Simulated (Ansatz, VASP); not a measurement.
**ZrS: VASP beside Ansatz**

```
CELL_PARAMETERS angstrom
0.00000 2.66438 2.54625
2.66438 0.00000 2.54625
2.66438 2.66438 0.00000
ATOMIC_POSITIONS crystal
Zr 0.00000 0.00000 0.00000
S 0.50000 0.50000 0.50000
```

Change from the starting cell: strain +0.015 along x and y, -0.030 along z, atoms carried along.

Alike in both runs: task single point; functional PBEsol; k mesh 16 × 16 × 16; occupations gaussian, width 0.15 eV; no spin polarisation.

|  | VASP | Ansatz |
| --- | --- | --- |
| version | VASP 6.6.1 | Ansatz 0.2.0 |
| potentials or method | VASP PAW PBE potentials, release 64 (Zr_sv, S), cutoff 520 eV | scalar-relativistic, plane waves, PAW |
| valence electrons in the cell | 18 | 18 |

```tsv
	VASP	Ansatz	Ansatz less VASP
gap on the k mesh at the Fermi level (eV)	none	none	-
pressure (GPa)	-5.4	-5.6	-0.21
traceless stress, the component that is largest in VASP (GPa)	8.21	8.15	-0.061
```

VASP's potentials were made for PBE, not for PBEsol. A gap of «none» marks a metal or a gap that the smearing closes.
